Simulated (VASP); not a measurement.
Wanted: the native input for a VASP 6.6.1 run.

* Task: single point
* Functional: PBEsol
* Potentials or basis: VASP PAW PBE potentials, release 64 (Al)
* Cutoff: 520 eV
* k mesh: 20 × 20 × 20
* Occupations: gaussian, width 0.15 eV
* Spin: no spin polarisation
* Dipole correction: no
* Further INCAR settings: ALGO = Normal; EDIFF = 1e-07; NBANDS = 8

The structure of Al lies in POSCAR:

```
Al
1.0
    0.0000000000      1.9835004000      2.0239800000
    2.0239800000      0.0000000000      2.0239800000
    2.0239800000      1.9835004000      0.0000000000
Al
1
Direct
    0.0000000000      0.0000000000      0.0000000000
```

This cell differs from its parent crystal: strain -0.0200 x Voigt [0, 1, 0, 0, 0, 0].

These files were run (other wordings do the same):

INCAR

```
SYSTEM = Al
ALGO = Normal
EDIFF = 1E-7
ENCUT = 520
GGA = PS
ISIF = 2
ISMEAR = 0
LASPH = .True.
LCHARG = .True.
LELF = .True.
LREAL = .False.
LVHAR = .True.
LWAVE = .False.
NBANDS = 8
NELM = 60
PREC = Accurate
SIGMA = 0.15
```

KPOINTS

```
k-points
0
Gamma
  20 20 20
  0 0 0
```

Potentials or basis: VASP PAW PBE potentials, release 64 (Al).

Launch:

```sh
$ cat potpaw_PBE.64/Al/POTCAR > POTCAR
$ mpirun -np 1 vasp_std > vasp.out
```

It gave:

The pressure is -0.3 GPa.

Caveat: the cell differs from its parent crystal (strain -0.0200 x Voigt [0, 1, 0, 0, 0, 0]); the PAW data sets were made with another functional, which shifts forces and pressure a little.

It took 22 s on 1 thread of Intel(R) Xeon(R) 6975P-C (Granite Rapids) (shared host), peak memory 0.18 GiB.
